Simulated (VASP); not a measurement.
# Ir (I4/mmm) in VASP: a series of runs

Ir is run at these levels: PBEsol; tasks: single point.

Everything below comes from runs of VASP 6.6.1. Logs are shortened: lines on timing, memory, paths and dates and some standing lists are left out, and cuts for length are marked.

## Step 1: The cell of the first run

It takes space group I4/mmm (No. 139, tetragonal). The conventional cell has a = 2.627 Å, b = 2.627 Å, c = 3.926 Å, α = 90.00°, β = 90.00°, γ = 90.00°. Ir (site symmetry 4/mmm) has 12 Ir at 2.63 to 2.70 Å within 3.5 Å.

## Step 2: Single point, PBEsol (biaxial strain in the a-b plane: -3.0 %, then relaxed in part)

File INCAR:

```
SYSTEM = Ir
PREC = Accurate
ENCUT = 520
EDIFF = 1E-6
ISMEAR = 0
SIGMA = 0.1
LREAL = .FALSE.
LASPH = .TRUE.
NELM = 60
ALGO = Fast
ISIF = 2
LWAVE = .FALSE.
LCHARG = .TRUE.
GGA = PS
LELF = .TRUE.
LVHAR = .TRUE.
NBANDS = 16
```

File KPOINTS:

```
Automatic mesh
0
G
  20 20 14
  0 0 0
```

File POSCAR:

```
Ir
1.0
    1.8576192190      1.8576192190      0.0000000000
   -1.8576192190      1.8576192190      0.0000000000
    0.0000000000      0.0000000000      3.9259965529
Ir
2
Direct
    0.0000000000      0.0000000000      0.0000000000
    0.5000000000      0.5000000000      0.5000000000
```

Potentials or basis: VASP PAW PBE potentials, release 64 (Ir).

Run with:

```sh
$ cat potpaw_PBE.64/Ir/POTCAR > POTCAR
$ mpirun -np 1 vasp_std > vasp.out
```

OUTCAR:

```text
SYSTEM = Ir
   PREC = Accurate
   ENCUT = 520
   EDIFF = 1E-6
   ISMEAR = 0
   LREAL = .FALSE.
   LASPH = .TRUE.
   NELM = 60
   ISIF = 2
   GGA = PS

 ion  position               nearest neighbor table
   1  0.000  0.000  0.000-   2 2.70   2 2.70   2 2.70   2 2.70   2 2.70   2 2.70   2 2.70   2 2.70

   2  0.500  0.500  0.500-   1 2.70   1 2.70   1 2.70   1 2.70   1 2.70   1 2.70   1 2.70   1 2.70

  LATTYP: Found a simple tetragonal cell.
 ALAT       =     2.6270702932
 C/A-ratio  =     1.4944390955

  Lattice vectors:

 A1 = (   1.8576192190,   1.8576192190,   0.0000000000)
 A2 = (  -1.8576192190,   1.8576192190,   0.0000000000)
 A3 = (   0.0000000000,   0.0000000000,   3.9259965529)

Analysis of symmetry for initial positions (statically):
=====================================================================
 Subroutine PRICEL returns following result:

  LATTYP: Found a body centered tetragonal cell.
 ALAT       =     2.6270702932
 C/A-ratio  =     1.4944390955

  Lattice vectors:

 A1 = (   1.8576192190,   0.0000000000,  -1.9629982765)
 A2 = (  -1.8576192190,   0.0000000000,  -1.9629982764)
 A3 = (   0.0000000000,   1.8576192190,   1.9629982764)

   2 primitive cells build up your supercell.

 Routine SETGRP: Setting up the symmetry group for a
 simple tetragonal supercell.

 Subroutine GETGRP returns: Found 16 space group operations
 (whereof 16 operations were pure point group operations)
 out of a pool of 16 trial point group operations.

The static configuration has the point symmetry D_4h.

Analysis of symmetry for dynamics (positions and initial velocities):
=====================================================================
 Subroutine PRICEL returns following result:

  LATTYP: Found a body centered tetragonal cell.
 ALAT       =     2.6270702932
 C/A-ratio  =     1.4944390955

  Lattice vectors:

 A1 = (   1.8576192190,   0.0000000000,  -1.9629982765)
 A2 = (  -1.8576192190,   0.0000000000,  -1.9629982764)
 A3 = (   0.0000000000,   1.8576192190,   1.9629982764)

   2 primitive cells build up your supercell.

 Routine SETGRP: Setting up the symmetry group for a
 simple tetragonal supercell.

 Subroutine GETGRP returns: Found 16 space group operations
 (whereof 16 operations were pure point group operations)
 out of a pool of 16 trial point group operations.

The dynamic configuration has the point symmetry D_4h.

 Subroutine INISYM returns: Found 16 space group operations
 (whereof 16 operations are pure point group operations),
 and found     2 'primitive' translations

----------------------------------------------------------------------------------------

                                     Primitive cell

  volume of cell :      13.5476

  direct lattice vectors                    reciprocal lattice vectors
     1.857619219  0.000000000 -1.962998276     0.269161729  0.269161729 -0.254712399
    -1.857619219  0.000000000 -1.962998276    -0.269161729  0.269161729 -0.254712399
     0.000000000  1.857619219  1.962998276     0.000000000  0.538323457  0.000000000

  length of vectors
     2.702611958  2.702611958  2.702611958     0.458011439  0.458011439  0.538323457

  position of ions in fractional coordinates (direct lattice)
     0.000000000  0.000000000  0.000000000

  ion indices of the primitive-cell ions
   primitive index   ion index
                 1           1

----------------------------------------------------------------------------------------

 KPOINTS: Automatic mesh

Automatic generation of k-mesh.
 Grid dimensions read from file:
 generate k-points for:   20   20   14

 Generating k-lattice:

  Cartesian coordinates                     Fractional coordinates (reciprocal lattice)
     0.013458086  0.013458086  0.000000000     0.050000000  0.000000000  0.000000000
    -0.013458086  0.013458086  0.000000000     0.000000000  0.050000000  0.000000000
     0.000000000  0.000000000  0.018193743     0.000000000  0.000000000  0.071428571

  Length of vectors
     0.019032608  0.019032608  0.018193743

  Shift w.r.t. Gamma in fractional coordinates (k-lattice)
     0.000000000  0.000000000  0.000000000

 Subroutine IBZKPT returns following result:
 ===========================================

 Found    528 irreducible k-points:

 Following reciprocal coordinates:
            Coordinates               Weight
  0.000000  0.000000  0.000000      1.000000
  0.050000  0.000000  0.000000      4.000000
  0.100000  0.000000  0.000000      4.000000
  0.150000  0.000000  0.000000      4.000000
  0.200000  0.000000  0.000000      4.000000
  0.250000  0.000000  0.000000      4.000000
[... 16 lines left out ...]
  0.150000  0.100000  0.000000      8.000000
  0.200000  0.100000  0.000000      8.000000
 [... further k-points ...]
   k-points           NKPTS =    528   k-points in BZ     NKDIM =    528   number of bands    NBANDS=     16
   number of dos      NEDOS =    301   number of ions     NIONS =      2
   total plane-waves  NPLWV =  12000
   dimension x,y,z NGX =    20 NGY =   20 NGZ =   30
   dimension x,y,z NGXF=    40 NGYF=   40 NGZF=   60
   ions per type =               2
   NGX,Y,Z   is equivalent  to a cutoff of  12.66, 12.66, 12.70 a.u.
   NGXF,Y,Z  is equivalent  to a cutoff of  25.31, 25.31, 25.41 a.u.
 SYSTEM =  Ir
   PREC   = accura    normal or accurate (medium, high low for compatibility)
   ISTART =      0    job   : 0-new  1-cont  2-samecut
   ICHARG =      2    charge: 1-file 2-atom 10-const
   ISPIN  =      1    spin polarized calculation?
   LNONCOLLINEAR =      F non collinear calculations
   LSORBIT =      F    spin-orbit coupling
   LASPH  =      T    aspherical Exc in radial PAW
   ENCUT  =  520.0 eV  38.22 Ry    6.18 a.u.   4.88  4.88  7.30*2*pi/ulx,y,z
   NELM   =     60;   NELMIN=  2; NELMDL= -5     # of ELM steps
   EDIFF  = 0.1E-05   stopping-criterion for ELM
   LREAL  =      F    real-space projection
   EDIFFG = 0.1E-04   stopping-criterion for IOM
   NSW    =      0    number of steps for IOM
   IBRION =     -1    ionic relax: 0-MD 1-quasi-New 2-CG
   NFREE  =      0    steps in history (QN), initial steepest desc. (CG)
   ISIF   =      2    stress and relaxation
   ISYM   =      2    0-nonsym 1-usesym 2-fastsym
   POTIM  = 0.5000    time-step for ionic-motion
   TEBEG  =    0.0;   TEEND  =   0.0 temperature during run
   PSTRESS=    0.0 pullay stress
   NELECT =      18.0000    total number of electrons
   NUPDOWN=      -1.0000    fix difference up-down
   EMIN   =  10.00;   EMAX   =-10.00  energy-range for DOS
   EFERMI =   0.00;   METHOD = LEGACY
   ISMEAR =     0;   SIGMA  =   0.10  broadening in eV -4-tet -1-fermi 0-gaus
   EFERMI_NEDOS =   21; number of points for ismear=-14 and -15
   IALGO  =     68    algorithm
   IMIX   =      4    mixing-type and parameters
     AMIX     =   0.40;   BMIX     =  1.00
     AMIX_MAG =   1.60;   BMIX_MAG =  1.00
  volume/ion in A,a.u.               =      13.55        91.42
  Fermi-wavevector in a.u.,A,eV,Ry     =   1.428459  2.699397 27.762637  2.040496
  Thomas-Fermi vector in A             =   2.548519
   LORBIT       =      0    0 simple, 1 ext, 2 COOP (PROOUT), +10 PAW based schemes
   GGA     = PS    functional components
   LHFCALC =     F    Hartree Fock is set to
   AEXX    =    0.0000 exact exchange contribution
   IVDW    =     0    specifies the selected vdW correction
   LEPSILON=     F    determine dielectric tensor
   LRPA    =     F    only Hartree local field effects (RPA)
 non-spin polarized calculation
 RMM-DIIS sequential band-by-band and
 Gauss-broadening in eV      SIGMA  =   0.10
  energy-cutoff  :      520.00
  volume of cell :       27.10
 maximum number of plane-waves:       752
 NGX is ok and might be reduce to    20
   NGX =  9   NGY =  9   NGZ = 15

 number of electron      17.9999999 magnetization

 Free energy of the ion-electron system (eV)
  ---------------------------------------------------
  ext. energy  EPLUGINS =         0.00000000
  ---------------------------------------------------
  free energy    TOTEN  =       -19.51652122 eV

  energy without entropy =      -19.50858796  energy(sigma->0) =      -19.51255459

 E-fermi :  10.9813     XC(G=0): -14.3562

 val. band max:       10.9795407887   @ k =   0.3000   0.0500   0.5000
 cond. band min:      10.9825161937   @ k =   0.2500   0.2500   0.1429
 fundamental gap:      0.0029754050
 Fermi energy:        10.9813146457

 k-point     1 :       0.0000    0.0000    0.0000
  band No.  band energies     occupation
      1      -0.6490      2.00000
      2       2.5115      2.00000
      3       3.1946      2.00000
      4       6.3426      2.00000
      5       7.1318      2.00000
      6       7.1318      2.00000
[... 8 lines left out ...]
     15      23.5849      0.00000
     16      25.2963      0.00000

 k-point     2 :       0.0500    0.0000    0.0000
  band No.  band energies     occupation
      1      -0.5678      2.00000
      2       2.5769      2.00000
      3       3.2534      2.00000
      4       6.3933      2.00000
      5       7.0697      2.00000
      6       7.1625      2.00000
[... 8 lines left out ...]
     15      23.7865      0.00000
     16      25.4413      0.00000

 k-point     3 :       0.1000    0.0000    0.0000
  band No.  band energies     occupation
      1      -0.3287      2.00000
      2       2.7538      2.00000
      3       3.4406      2.00000
      4       6.5357      2.00000
      5       6.8947      2.00000
      6       7.2542      2.00000
[... 8 lines left out ...]
     15      24.3633      0.00000
     16      25.8563      0.00000

 k-point     4 :       0.1500    0.0000    0.0000
  band No.  band energies     occupation
      1       0.0552      2.00000
      2       2.9958      2.00000
      3       3.7749      2.00000
      4       6.6369      2.00000
      5       6.7370      2.00000
      6       7.4054      2.00000
[... 8 lines left out ...]
     15      25.2479      0.00000
     16      26.4849      0.00000
[... 324 lines left out ...]
 k-point    22 :       0.1000    0.1000    0.0000
  band No.  band energies     occupation
      1      -0.0127      2.00000
      2       3.0238      2.00000
      3       3.6544      2.00000
      4       6.6179      2.00000
      5       6.7512      2.00000
      6       7.4303      2.00000
[... 8 lines left out ...]
     15      24.1915      0.00000
     16      26.4172      0.00000

 k-point    23 :       0.1500    0.1000    0.0000
  band No.  band energies     occupation
      1       0.3647      2.00000
      2       3.2898      2.00000
      3       3.9566      2.00000
      4       6.3519      2.00000
      5       6.9801      2.00000
      6       7.6040      2.00000
[... 8 lines left out ...]
     15      24.6156      0.00000
     16      27.0493      0.00000

 k-point    24 :       0.2000    0.1000    0.0000
  band No.  band energies     occupation
      1       0.8611      2.00000
      2       3.5752      2.00000
      3       4.3924      2.00000
      4       6.0509      2.00000
      5       7.1959      2.00000
      6       7.7451      2.00000
[... 8 lines left out ...]
     15      25.4095      0.00000
     16      27.9471      0.00000

 [... further k-points ...]

------------------------ aborting loop because EDIFF is reached ----------------------------------------

  FORCE on cell =-STRESS in cart. coord.  units (eV):
  Direction    XX          YY          ZZ          XY          YZ          ZX
  --------------------------------------------------------------------------------------
  -------------------------------------------------------------------------------------
  Total        4.3328716      4.3328716      0.2289617      0.0000000     -0.0000000     -0.0000000
  in kB      256.2082457    256.2082457     13.5387958      0.0000000     -0.0000000     -0.0000000
  external PRESSURE =     175.3184290 kB  Pullay stress =       0.0000000 kB

 VOLUME and BASIS-vectors are now :
 -----------------------------------------------------------------------------
  energy-cutoff  :      520.00
  volume of cell :       27.10
      direct lattice vectors                 reciprocal lattice vectors
     1.857619219  1.857619219  0.000000000     0.269161729  0.269161729  0.000000000
    -1.857619219  1.857619219  0.000000000    -0.269161729  0.269161729  0.000000000
     0.000000000  0.000000000  3.925996553     0.000000000  0.000000000  0.254712399

 POSITION                                       TOTAL-FORCE (eV/Angst)
 -----------------------------------------------------------------------------------
      0.00000      0.00000      0.00000        -0.000000     -0.000000      0.000000
      0.00000      1.85762      1.96300         0.000000      0.000000     -0.000000
 -----------------------------------------------------------------------------------
    total drift:                               -0.000000      0.000000      0.000000

  FREE ENERGIE OF THE ION-ELECTRON SYSTEM (eV)
  ---------------------------------------------------
  free  energy   TOTEN  =       -19.5165212238 eV

  energy  without entropy=      -19.5085879591  energy(sigma->0) =      -19.51255459
```

Wall time 88 s (1 thread of Intel Xeon 6975P-C (Granite Rapids), shared host); peak memory 0.29 GiB.

Results:

```
Free energy            : -19.5165 eV
Pressure               : 17.5 GPa
Band gap on the k mesh : zero (bands 9 and 10 overlap by 3.98 eV)
```

Caveat: the cell differs from its parent crystal (biaxial strain in the a-b plane: -3.0 %, then relaxed in part); the stress differs along the axes, from 1 to 26 GPa; the PAW data sets were made with another functional, which shifts forces and pressure a little; spin-orbit coupling is left out, which moves the levels of the heavy elements.

[end of part 1 of 4]
